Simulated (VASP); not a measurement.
# AlCo (Pm-3m) in VASP: further runs, part 2 of 2

VASP 6.6.1.

### Step 3. Relaxation of cell and atoms, PBE, target pressure 40 GPa, at which the enthalpy is minimised

This run uses another cell than the first one, of 9.85 Å³/atom, 0.833 times its volume.

File INCAR:

```
ALGO = Normal ; EDIFF = 1E-6
EDIFFG = -0.008 ; ENCUT = 600
GGA = PE ; IBRION = 2
ISIF = 3 ; ISMEAR = 0
LASPH = T ; LCHARG = F
LREAL = F ; LWAVE = F
NELM = 100 ; NSW = 70
PREC = Accurate ; PSTRESS = 400.0
SIGMA = 0.1
```

File KPOINTS:

```
k-points
0
Gamma
  16 16 16
```

File POSCAR:

```
AlCo
1.0
    2.7010572176      0.0000000000      0.0000000000
    0.0000000000      2.7010572176      0.0000000000
    0.0000000000      0.0000000000      2.7010572176
Al Co
1 1
Direct
    0.0000000000      0.0000000000      0.0000000000
    0.5000000000      0.5000000000      0.5000000000
```

Potentials or basis: VASP PAW PBE potentials, release 64 (Al, Co).

On the command line:

```bash
$ cat potpaw_PBE.64/Al/POTCAR potpaw_PBE.64/Co/POTCAR > POTCAR
$ mpirun -np 1 vasp_std > vasp.out
```

OUTCAR:

```text
EDIFF = 1E-6
   EDIFFG = -0.008
   ENCUT = 600
   GGA = PE
   IBRION = 2
   ISIF = 3
   ISMEAR = 0
   LASPH = T
   LREAL = F
   NELM = 100
   NSW = 70
   PREC = Accurate
   PSTRESS = 400.0

 ion  position               nearest neighbor table
   1  0.000  0.000  0.000-   2 2.34   2 2.34   2 2.34   2 2.34   2 2.34   2 2.34   2 2.34   2 2.34

   2  0.500  0.500  0.500-   1 2.34   1 2.34   1 2.34   1 2.34   1 2.34   1 2.34   1 2.34   1 2.34

  LATTYP: Found a simple cubic cell.
 ALAT       =     2.7010572176

  Lattice vectors:

 A1 = (   2.7010572176,   0.0000000000,   0.0000000000)
 A2 = (   0.0000000000,   2.7010572176,   0.0000000000)
 A3 = (   0.0000000000,   0.0000000000,   2.7010572176)

[... 257 lines left out ...]
  ---------------------------------------------------
  free energy    TOTEN  =       -11.61915329 eV

  energy without entropy =      -11.61608100  energy(sigma->0) =      -11.61761715

 E-fermi :  12.8616     XC(G=0): -13.0553

 val. band max:       12.8507860185   @ k =   0.5000   0.4375   0.1875
 cond. band min:      12.8797100225   @ k =   0.4375   0.4375   0.1250
 fundamental gap:      0.0289240039
 Fermi energy:        12.8616467789

 k-point     1 :       0.0000    0.0000    0.0000
  band No.  band energies     occupation
      1       0.6642      2.00000
      2       9.0950      2.00000
      3       9.0950      2.00000
      4      11.7957      2.00000
      5      11.7957      2.00000
      6      11.7957      2.00000
      7      19.6743      0.00000
      8      19.6743      0.00000
      9      19.6743      0.00000
     10      22.2589      0.00000
[... 287 lines left out ...]
 k-point    24 :       0.5000    0.1250    0.0000
  band No.  band energies     occupation
      1       5.6723      2.00000
      2       5.7099      2.00000
      3       9.9331      2.00000
      4      10.6060      2.00000
      5      10.7593      2.00000
      6      11.7748      2.00000
      7      13.1117      0.00040
      8      20.7334      0.00000
      9      22.3081      0.00000
     10      24.9436      0.00000

 [... further k-points ...]
[... 5 lines left out ...]
  --------------------------------------------------------------------------------------
  -------------------------------------------------------------------------------------
  Total        4.9396365      4.9396365      4.9396365      0.0000000     -0.0000000      0.0000000
  in kB      400.2415118    400.2415118    400.2415118      0.0000000     -0.0000000      0.0000000
  external PRESSURE =       0.2415118 kB  Pullay stress =     400.0000000 kB
[... 21 lines left out ...]
  energy  without entropy=      -11.6160810048  energy(sigma->0) =      -11.61761715

  enthalpy is  TOTEN    =        -6.6824974611 eV   P V=        4.9366558318

 reached required accuracy - stopping structural energy minimisation
```

CONTCAR:

```text
AlCo
   1.00000000000000
     2.7041315415893799   -0.0000000000000000   -0.0000000000000000
    -0.0000000000000000    2.7041315415893799    0.0000000000000000
    -0.0000000000000000    0.0000000000000000    2.7041315415893799
  Al              Co
     1     1
Direct
     0.0000000000000000    0.0000000000000000    0.0000000000000000
     0.5000000000000000    0.5000000000000000    0.5000000000000000

  0.00000000E+00  0.00000000E+00  0.00000000E+00
  0.00000000E+00  0.00000000E+00  0.00000000E+00
```

It took 1.8 min on 1 thread of AMD EPYC 7R43 (Zen 3), shared host; peak memory 0.15 GiB.

Results:

| Item | Value |
| --- | --- |
| Free energy | -11.6192 eV |
| Relaxed volume | 9.89 Å³/atom |
| Relaxed cell | a = 2.704 Å, b = 2.704 Å, c = 2.704 Å, α = 90.00°, β = 90.00°, γ = 90.00° |
| Space group after relaxing (to 0.05 Å) | Pm-3m (No. 221) |
| Energy change on relaxing (the enthalpy is what falls) | -8.5 meV/atom |
| Ionic steps | 3 |
| Pressure after relaxing | 40.0 GPa |
| Band gap on the k mesh | zero (band 6 reaches 15.25 eV, above the bottom of band 7 at 12.56 eV) |

Step by step:
```tsv
step	energy change (eV)	largest force (eV/Å)	pressure (GPa)	volume (Å³)
1	0.0000	0.0000	41.18	19.71
2	-0.0508	0.0000	37.64	19.91
3	-0.0171	0.0000	40.02	19.77
```

Final structure:
```yaml
crystal:
  lattice:
    - [2.70413, 0.00000, 0.00000]
    - [0.00000, 2.70413, 0.00000]
    - [0.00000, 0.00000, 2.70413]
  atoms:
    - { symbol: Al, position: [0.00000, 0.00000, 0.00000] }
    - { symbol: Co, position: [0.50000, 0.50000, 0.50000] }
```

Caveat: the cell is relaxed towards a set pressure, so the enthalpy falls and the energy may rise. Spin polarisation is off, so any magnetic state and its effect on volume and gap are missing.

### Step 4. Relaxation of cell and atoms, PBE, collinear spin, ferrimagnetic start

This run uses another cell than the first one, of 11.21 Å³/atom, 0.948 times its volume.

File INCAR:

```
SYSTEM = AlCo
ALGO = Normal ; EDIFF = 1E-7
EDIFFG = -0.005 ; ENCUT = 600
GGA = PE ; IBRION = 2
ISIF = 3 ; ISMEAR = 0
ISPIN = 2 ; LASPH = .TRUE.
LCHARG = .FALSE. ; LMAXMIX = 4
LORBIT = 11 ; LREAL = .FALSE.
LWAVE = .FALSE. ; MAGMOM = -0.01 0.16
NELM = 150 ; NSW = 100
PREC = Accurate ; SIGMA = 0.1
```

File KPOINTS:

```
k-points
0
G
  14 14 14
  0 0 0
```

File POSCAR:

```
AlCo
1.0
    2.8194032100      0.0000000000      0.0000000000
    0.0000000000      2.8194032100      0.0000000000
    0.0000000000      0.0000000000      2.8194032100
Al Co
1 1
Direct
    0.0000000000      0.0000000000      0.0000000000
    0.5000000000      0.5000000000      0.5000000000
```

Potentials or basis: VASP PAW PBE potentials, release 64 (Al, Co).

On the command line:

```bash
$ cat potpaw_PBE.64/Al/POTCAR potpaw_PBE.64/Co/POTCAR > POTCAR
$ mpirun -np 1 vasp_std > vasp.out
```

OUTCAR:

```text
SYSTEM = AlCo
   EDIFF = 1E-7
   EDIFFG = -0.005
   ENCUT = 600
   GGA = PE
   IBRION = 2
   ISIF = 3
   ISMEAR = 0
   ISPIN = 2
   LASPH = .TRUE.
   LORBIT = 11
   LREAL = .FALSE.
   NELM = 150
   NSW = 100
   PREC = Accurate

 ion  position               nearest neighbor table
   1  0.000  0.000  0.000-   2 2.44   2 2.44   2 2.44   2 2.44   2 2.44   2 2.44   2 2.44   2 2.44

   2  0.500  0.500  0.500-   1 2.44   1 2.44   1 2.44   1 2.44   1 2.44   1 2.44   1 2.44   1 2.44

  LATTYP: Found a simple cubic cell.
 ALAT       =     2.8194032100

  Lattice vectors:

 A1 = (   2.8194032100,   0.0000000000,   0.0000000000)
 A2 = (   0.0000000000,   2.8194032100,   0.0000000000)
 A3 = (   0.0000000000,   0.0000000000,   2.8194032100)

Analysis of symmetry for initial positions (statically):
=====================================================================
 Subroutine PRICEL returns:
 Original cell was already a primitive cell.

 Routine SETGRP: Setting up the symmetry group for a
 simple cubic supercell.

 Subroutine GETGRP returns: Found 48 space group operations
 (whereof 48 operations were pure point group operations)
 out of a pool of 48 trial point group operations.

The static configuration has the point symmetry O_h .

Analysis of symmetry for dynamics (positions and initial velocities):
=====================================================================
 Subroutine PRICEL returns:
 Original cell was already a primitive cell.

 Routine SETGRP: Setting up the symmetry group for a
 simple cubic supercell.

 Subroutine GETGRP returns: Found 48 space group operations
 (whereof 48 operations were pure point group operations)
 out of a pool of 48 trial point group operations.

The dynamic configuration has the point symmetry O_h .

Analysis of structural, dynamic, and magnetic symmetry:
=====================================================================
 Subroutine PRICEL returns:
 Original cell was already a primitive cell.

 Routine SETGRP: Setting up the symmetry group for a
 simple cubic supercell.

 Subroutine GETGRP returns: Found 48 space group operations
 (whereof 48 operations were pure point group operations)
 out of a pool of 48 trial point group operations.

The overall configuration has the point symmetry O_h .

 Subroutine INISYM returns: Found 48 space group operations
 (whereof 48 operations are pure point group operations),
 and found     1 'primitive' translations

----------------------------------------------------------------------------------------

                                     Primitive cell

  volume of cell :      22.4115

  direct lattice vectors                    reciprocal lattice vectors
     2.819403210  0.000000000  0.000000000     0.354684990  0.000000000  0.000000000
     0.000000000  2.819403210  0.000000000     0.000000000  0.354684990  0.000000000
     0.000000000  0.000000000  2.819403210     0.000000000  0.000000000  0.354684990

  length of vectors
     2.819403210  2.819403210  2.819403210     0.354684990  0.354684990  0.354684990

  position of ions in fractional coordinates (direct lattice)
     0.000000000  0.000000000  0.000000000
     0.500000000  0.500000000  0.500000000

  ion indices of the primitive-cell ions
   primitive index   ion index
                 1           1
                 2           2

----------------------------------------------------------------------------------------

 KPOINTS: k-points

[... 68 lines left out ...]
   LREAL  =      F    real-space projection
   EDIFFG = -.5E-02   stopping-criterion for IOM
   NSW    =    100    number of steps for IOM
   IBRION =      2    ionic relax: 0-MD 1-quasi-New 2-CG
   NFREE  =      1    steps in history (QN), initial steepest desc. (CG)
   ISIF   =      3    stress and relaxation
   ISYM   =      2    0-nonsym 1-usesym 2-fastsym
   POTIM  = 0.5000    time-step for ionic-motion
   TEBEG  =    0.0;   TEEND  =   0.0 temperature during run
   PSTRESS=    0.0 pullay stress
   NELECT =      12.0000    total number of electrons
   NUPDOWN=      -1.0000    fix difference up-down
   EMIN   =  10.00;   EMAX   =-10.00  energy-range for DOS
   EFERMI =   0.00;   METHOD = LEGACY
   ISMEAR =     0;   SIGMA  =   0.10  broadening in eV -4-tet -1-fermi 0-gaus
   EFERMI_NEDOS =   21; number of points for ismear=-14 and -15
   IALGO  =     38    algorithm
   IMIX   =      4    mixing-type and parameters
     AMIX     =   0.40;   BMIX     =  1.00
     AMIX_MAG =   1.60;   BMIX_MAG =  1.00
  volume/ion in A,a.u.               =      11.21        75.62
  Fermi-wavevector in a.u.,A,eV,Ry     =   1.329366  2.512138 24.044423  1.767215
  Thomas-Fermi vector in A             =   2.458534
   LORBIT       =     11    0 simple, 1 ext, 2 COOP (PROOUT), +10 PAW based schemes
   GGA     = PE    functional components
   LHFCALC =     F    Hartree Fock is set to
   AEXX    =    0.0000 exact exchange contribution
   IVDW    =     0    specifies the selected vdW correction
   LEPSILON=     F    determine dielectric tensor
   LRPA    =     F    only Hartree local field effects (RPA)
 conjugate gradient relaxation of ions
 spin polarized calculation
 Gauss-broadening in eV      SIGMA  =   0.10
  energy-cutoff  :      600.00
  volume of cell :       22.41
 maximum number of plane-waves:       768
 NGX is ok and might be reduce to    24
   NGX = 11   NGY = 11   NGZ = 11

--------------------------------------- Ionic step        1  -------------------------------------------

 number of electron      11.9999996 magnetization      -0.0003053

 number of electron      11.9999996 magnetization       0.0000475

 Free energy of the ion-electron system (eV)
  ---------------------------------------------------
  ext. energy  EPLUGINS =         0.00000000
  ---------------------------------------------------
  free energy    TOTEN  =       -11.97565836 eV

  energy without entropy =      -11.97231123  energy(sigma->0) =      -11.97398479

------------------------ aborting loop because EDIFF is reached ----------------------------------------

  FORCE on cell =-STRESS in cart. coord.  units (eV):
  Direction    XX          YY          ZZ          XY          YZ          ZX
  --------------------------------------------------------------------------------------
  -------------------------------------------------------------------------------------
  Total        0.9171997      0.9171997      0.9171997     -0.0000000      0.0000000      0.0000000
  in kB       65.5696569     65.5696569     65.5696569     -0.0000000      0.0000000      0.0000000
  external PRESSURE =      65.5696569 kB  Pullay stress =       0.0000000 kB
[... 63 lines left out ...]
 number of electron      11.9999996 magnetization      -0.0000004

 number of electron      11.9999996 magnetization       0.0000006

 Free energy of the ion-electron system (eV)
  ---------------------------------------------------
  ext. energy  EPLUGINS =         0.00000000
  ---------------------------------------------------
  free energy    TOTEN  =       -11.99076012 eV

  energy without entropy =      -11.98721405  energy(sigma->0) =      -11.98898708

 E-fermi :  10.5685     XC(G=0): -12.2585

 val. band max:       10.5630675986   @ k =   0.5000   0.3571   0.0714
 cond. band min:      10.6368926626   @ k =   0.5000   0.2857   0.0000
 fundamental gap:      0.0738250640
 Fermi energy:        10.5684619792

 spin component 1

 k-point     1 :       0.0000    0.0000    0.0000
  band No.  band energies     occupation
      1      -0.5090      1.00000
      2       7.6034      1.00000
      3       7.6034      1.00000
      4       9.7149      1.00000
      5       9.7149      1.00000
      6       9.7149      1.00000
      7      16.5145      0.00000
      8      16.5145      0.00000
      9      16.5145      0.00000
     10      19.2846      0.00000
[... 287 lines left out ...]
 k-point    24 :       0.3571    0.2143    0.0000
  band No.  band energies     occupation
      1       2.5853      1.00000
      2       6.5038      1.00000
      3       8.0468      1.00000
      4       8.7186      1.00000
      5       9.0576      1.00000
      6       9.4753      1.00000
      7      11.2136      0.00000
      8      15.0137      0.00000
      9      18.9475      0.00000
     10      20.3521      0.00000

 [... further k-points ...]

 spin component 2

 k-point     1 :       0.0000    0.0000    0.0000
  band No.  band energies     occupation
      1      -0.5090      1.00000
      2       7.6034      1.00000
      3       7.6034      1.00000
      4       9.7149      1.00000
      5       9.7149      1.00000
      6       9.7149      1.00000
      7      16.5145      0.00000
      8      16.5145      0.00000
      9      16.5145      0.00000
     10      19.2846      0.00000
[... 328 lines left out ...]
  FREE ENERGIE OF THE ION-ELECTRON SYSTEM (eV)
  ---------------------------------------------------
  free  energy   TOTEN  =       -11.9907601213 eV

  energy  without entropy=      -11.9872140483  energy(sigma->0) =      -11.98898708

 reached required accuracy - stopping structural energy minimisation

 total charge

# of ion       s       p       d       tot
------------------------------------------
    1        0.394   0.428   0.000   0.822
    2        0.433   0.506   7.507   8.446
--------------------------------------------------
tot          0.827   0.934   7.507   9.268

 magnetization (x)

# of ion       s       p       d       tot
------------------------------------------
    1        0.000   0.000   0.000   0.000
    2       -0.000  -0.000  -0.000  -0.000
--------------------------------------------------
tot          0.000   0.000  -0.000  -0.000
```

OSZICAR:

```text
N       E                     dE             d eps       ncg     rms          rms(c)
DAV:   1     0.395742158204E+02    0.39574E+02   -0.56865E+03  4816   0.136E+03
[... 28 lines left out ...]
DAV:   3    -0.119953601726E+02    0.53234E+00   -0.40241E+00  5300   0.294E+01    0.625E-01
DAV:   4    -0.119918684883E+02    0.34917E-02   -0.20025E-02  4892   0.138E+00    0.299E-01
DAV:   5    -0.119907617587E+02    0.11067E-02   -0.38681E-03  7076   0.744E-01    0.553E-02
DAV:   6    -0.119907616148E+02    0.14394E-06   -0.80859E-05  5086   0.136E-01    0.188E-02
DAV:   7    -0.119907604003E+02    0.12144E-05   -0.15170E-06  5720   0.125E-02    0.279E-03
DAV:   8    -0.119907601487E+02    0.25159E-06   -0.24451E-07  2958   0.713E-03    0.119E-03
DAV:   9    -0.119907601213E+02    0.27465E-07   -0.78574E-08  2488   0.247E-03
   3 F= -.11990760E+02 E0= -.11988987E+02  d E =-.151018E-01  mag=    -0.0000
```

Run time: 90 s. Hardware: 1 thread of Intel Xeon Platinum 8488C (Sapphire Rapids), shared host; peak memory 0.2 GiB.

What came out:

* Free energy: -11.9908 eV
* Relaxed volume: 11.59 Å³/atom
* Relaxed cell: a = 2.851 Å, b = 2.851 Å, c = 2.851 Å, α = 90.00°, β = 90.00°, γ = 90.00°
* Space group after relaxing (to 0.05 Å): Pm-3m (No. 221)
* Energy gained by relaxing: 7.6 meV/atom
* Ionic steps: 3
* Pressure after relaxing: 0.0 GPa
* Band gap on the k mesh: zero (filled and empty bands overlap)
* Net moment: 0.00 μB per cell
* Valence electrons inside the program's atomic spheres: Al 0.82; Co 8.45

The path:
| step | energy change (eV) | largest force (eV/Å) | pressure (GPa) | volume (Å³) |
| --- | --- | --- | --- | --- |
| 1 | 0.0000 | 0.0000 | 6.56 | 22.41 |
| 2 | -0.0022 | 0.0000 | -5.32 | 23.93 |
| 3 | -0.0151 | 0.0000 | 0.00 | 23.18 |

Final structure:
```
Al Co
1.0
     2.85129    0.00000    0.00000
     0.00000    2.85129    0.00000
     0.00000    0.00000    2.85129
Al Co
1 1
Direct
  0.00000 0.00000 0.00000
  0.50000 0.50000 0.50000
```

### Step 5. The runs side by side

```csv
spin,cell,k mesh,gap on the mesh (eV),pressure (GPa)
off,"relaxed to -2 GPa from a = 2.870 Å, 2 atoms",14 × 14 × 14,none,-2.0
off,"relaxed to 40 GPa from a = 2.701 Å, 2 atoms",16 × 16 × 16,none,40.0
"collinear, ferrimagnetic start","relaxed from a = 2.819 Å, 2 atoms",14 × 14 × 14,none,0.0
```

Alike in all rows: task relaxation of cell and atoms; level PBE; potentials or basis VASP PAW PBE potentials, release 64 (Al, Co); cutoff (eV) 600; smearing gaussian 0.1 eV.

Caveats: the cell is relaxed towards a set pressure, so the enthalpy falls and the energy may rise (some runs).

Total energies depend on the potentials used, so only differences within one code and one set of settings carry meaning.
